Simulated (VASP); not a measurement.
# Rh (P6_3/mmc) in VASP: a series of runs, part 2 of 2

VASP 6.6.1. Earlier steps stand in the parts before.

## (5) Single point, r2SCAN (14.89 Å³/atom)

This run uses another cell than the first one, of 14.89 Å³/atom.

POSCAR reads:

```
Rh
1.0
    2.7737642509      0.0000000000      0.0000000000
   -1.3868821254      2.4021503054      0.0000000000
    0.0000000000      0.0000000000      4.4700974530
Rh
2
Direct
    0.3333333333      0.6666666667      0.2500000000
    0.6666666667      0.3333333333      0.7500000000
```

INCAR.step1 reads:

```
SYSTEM = Rh
PREC = Accurate
ENCUT = 520
ISMEAR = -1
SIGMA = 0.1
LREAL = .False.
LASPH = .True.
NELM = 80
NBANDS = 22
GGA = PE
ALGO = Normal
EDIFF = 1E-4
LWAVE = .True.
LCHARG = .False.
```

INCAR.step2 reads:

```
SYSTEM = Rh
PREC = Accurate
ENCUT = 520
EDIFF = 1E-7
ISMEAR = -1
SIGMA = 0.1
LREAL = .False.
LASPH = .True.
NELM = 80
ALGO = Normal
ISIF = 2
LWAVE = .False.
LCHARG = .False.
METAGGA = R2SCAN
LMIXTAU = .True.
NBANDS = 22
ISTART = 1
```

KPOINTS reads:

```
regular mesh
0
Gamma
  15 15 8
  0 0 0
```

Potentials or basis: VASP PAW PBE potentials, release 64 (Rh_pv).

Launch:

```console
$ cat potpaw_PBE.64/Rh_pv/POTCAR > POTCAR
$ cp INCAR.step1 INCAR
$ mpirun -np 1 vasp_std > vasp.out
$ cp INCAR.step2 INCAR
$ mpirun -np 1 vasp_std > vasp.out
```

OUTCAR:

```text
SYSTEM = Rh
   PREC = Accurate
   ENCUT = 520
   EDIFF = 1E-7
   ISMEAR = -1
   LREAL = .False.
   LASPH = .True.
   NELM = 80
   ISIF = 2
   METAGGA = R2SCAN
   ISTART = 1

 ion  position               nearest neighbor table
   1  0.333  0.667  0.250-   2 2.75   2 2.75   2 2.75   2 2.75   2 2.75   2 2.75
   2  0.667  0.333  0.750-   1 2.75   1 2.75   1 2.75   1 2.75   1 2.75   1 2.75

  LATTYP: Found a hexagonal cell.
 ALAT       =     2.7737642509
 C/A-ratio  =     1.6115635824

  Lattice vectors:
[... 789 lines left out ...]

------------------------ aborting loop because EDIFF is reached ----------------------------------------

  FORCE on cell =-STRESS in cart. coord.  units (eV):
  Direction    XX          YY          ZZ          XY          YZ          ZX
  --------------------------------------------------------------------------------------
  -------------------------------------------------------------------------------------
  Total       -3.0447152     -3.0447152     -3.1910129     -0.0000000     -0.0000000      0.0000000
  in kB     -163.7836480   -163.7836480   -171.6534057     -0.0000000     -0.0000000      0.0000000
  external PRESSURE =    -166.4069006 kB  Pullay stress =       0.0000000 kB

 VOLUME and BASIS-vectors are now :
 -----------------------------------------------------------------------------
  energy-cutoff  :      520.00
  volume of cell :       29.78
      direct lattice vectors                 reciprocal lattice vectors
     2.773764251  0.000000000  0.000000000     0.360520906  0.208146842  0.000000000
    -1.386882125  2.402150305  0.000000000     0.000000000  0.416293684  0.000000000
     0.000000000  0.000000000  4.470097453     0.000000000  0.000000000  0.223708769

 POSITION                                       TOTAL-FORCE (eV/Angst)
 -----------------------------------------------------------------------------------
     -0.00000      1.60143      1.11752        -0.000000      0.000000      0.000000
      1.38688      0.80072      3.35257         0.000000     -0.000000      0.000000
 -----------------------------------------------------------------------------------
    total drift:                                0.000000     -0.000000      0.000000

  FREE ENERGIE OF THE ION-ELECTRON SYSTEM (eV)
  ---------------------------------------------------
  free  energy   TOTEN  =       -48.1199941373 eV

  energy  without entropy=      -47.9981159297  energy(sigma->0) =      -48.05905503
```

OSZICAR.step1:

```text
N       E                     dE             d eps       ncg     rms          rms(c)
DAV:   1     0.325691254959E+03    0.32569E+03   -0.19046E+04  5956   0.157E+03
DAV:   2    -0.837671578980E+01   -0.33407E+03   -0.32230E+03  6156   0.468E+02
DAV:   3    -0.153760155229E+02   -0.69993E+01   -0.69554E+01  6966   0.766E+01
DAV:   4    -0.154229726153E+02   -0.46957E-01   -0.46953E-01  6660   0.631E+00
DAV:   5    -0.154237132262E+02   -0.74061E-03   -0.74061E-03  6944   0.824E-01    0.119E+01
DAV:   6    -0.144670830346E+02    0.95663E+00   -0.24140E+00  6540   0.162E+01    0.394E+00
DAV:   7    -0.144462465455E+02    0.20836E-01   -0.28359E-02  6660   0.142E+00    0.201E+00
DAV:   8    -0.144411045099E+02    0.51420E-02   -0.58103E-03  6438   0.863E-01    0.246E-01
DAV:   9    -0.144408814790E+02    0.22303E-03   -0.17900E-04  4740   0.159E-01    0.179E-02
DAV:  10    -0.144408902226E+02   -0.87436E-05   -0.16613E-05  3360   0.405E-02
   1 F= -.14440890E+02 E0= -.14378158E+02  d E =-.125465E+00
```

It took 4.2 min on 1 thread of Intel Xeon Platinum 8488C (Sapphire Rapids), shared host; peak memory 0.21 GiB.

Results:

- Free energy: -48.1200 eV
- Pressure: -16.6 GPa
- Band gap on the k mesh: zero (bands 15 and 16 overlap by 2.11 eV)

Caveat: the cell stands under tension; the PAW data sets were made with another functional, which shifts forces and pressure a little.

## (6) Single point, r2SCAN (15.44 Å³/atom)

This run uses another cell than the first one, of 15.44 Å³/atom.

POSCAR reads:

```
Rh
1.0
    2.8075939783      0.0000000000      0.0000000000
   -1.4037969891      2.4314477088      0.0000000000
    0.0000000000      0.0000000000      4.5246162096
Rh
2
Direct
    0.3333333333      0.6666666667      0.2500000000
    0.6666666667      0.3333333333      0.7500000000
```

INCAR.step1 reads:

```
SYSTEM = Rh
ALGO = Normal ; EDIFF = 1E-4
ENCUT = 520 ; GGA = PE
ISMEAR = -1 ; LASPH = .TRUE.
LCHARG = .FALSE. ; LREAL = .FALSE.
LWAVE = .TRUE. ; NBANDS = 22
NELM = 60 ; PREC = Accurate
SIGMA = 0.1
```

INCAR.step2 reads:

```
SYSTEM = Rh
ALGO = Normal ; EDIFF = 1E-6
ENCUT = 520 ; ISIF = 2
ISMEAR = -1 ; ISTART = 1
LASPH = .TRUE. ; LCHARG = .FALSE.
LMIXTAU = .TRUE. ; LREAL = .FALSE.
LWAVE = .FALSE. ; METAGGA = R2SCAN
NBANDS = 22 ; NELM = 60
PREC = Accurate ; SIGMA = 0.1
```

KPOINTS reads:

```
k-points
0
G
  15 15 8
  0 0 0
```

Potentials or basis: VASP PAW PBE potentials, release 64 (Rh_pv).

Launch:

```console
$ cat potpaw_PBE.64/Rh_pv/POTCAR > POTCAR
$ cp INCAR.step1 INCAR
$ mpirun -np 1 vasp_std > vasp.out
$ cp INCAR.step2 INCAR
$ mpirun -np 1 vasp_std > vasp.out
```

It took 2.5 min on 1 thread of Intel Xeon Platinum 8488C (Sapphire Rapids), shared host; peak memory 0.21 GiB.

It converged, with:

| Quantity | Value |
| --- | --- |
| Free energy | -47.9843 eV |
| Pressure | -22.7 GPa |
| Band gap on the k mesh | zero (bands 15 and 16 overlap by 1.98 eV) |

Stress tensor (GPa, compression positive):
```
-22.37   0.00   0.00
  0.00 -22.37   0.00
  0.00   0.00 -23.31
```

Levels at points of the mesh, in eV from the Fermi level:
```
           k point  band 13  band 14  band 15  band 16  band 17  band 18
(0.00, 0.00, 0.00)    -2.16    -1.67    -1.67     0.13     0.13     1.08
(0.00, 0.00, 0.50)    -2.71    -2.71    -0.38    -0.38    -0.38    -0.38
```

Caveat: the cell stands under tension; the PAW data sets were made with another functional, which shifts forces and pressure a little.

## (7) Overview

| cell | gap on the mesh (eV) | pressure (GPa) |
| --- | --- | --- |
| a = 2.667, b = 2.667, c = 4.298 Å, angles 90.0, 90.0, 120.0°, 2 atoms | none | 14.0 |
| a = 2.704, b = 2.704, c = 4.357 Å, angles 90.0, 90.0, 120.0°, 2 atoms | none | 1.2 |
| a = 2.739, b = 2.739, c = 4.414 Å, angles 90.0, 90.0, 120.0°, 2 atoms | none | -8.9 |
| a = 2.774, b = 2.774, c = 4.470 Å, angles 90.0, 90.0, 120.0°, 2 atoms | none | -16.6 |
| a = 2.808, b = 2.808, c = 4.525 Å, angles 90.0, 90.0, 120.0°, 2 atoms | none | -22.7 |

Alike in all rows: task single point; level r2SCAN; potentials or basis VASP PAW PBE potentials, release 64 (Rh_pv); no spin polarisation; k mesh 15 × 15 × 8; cutoff (eV) 520; smearing fermi-dirac 0.1 eV.

Caveats: the PAW data sets were made with another functional, which shifts forces and pressure a little; the cell stands under tension (at least some runs); the cell stands under pressure (at least some runs).

Total energies depend on the potentials used, so only differences within one code and one set of settings carry meaning.
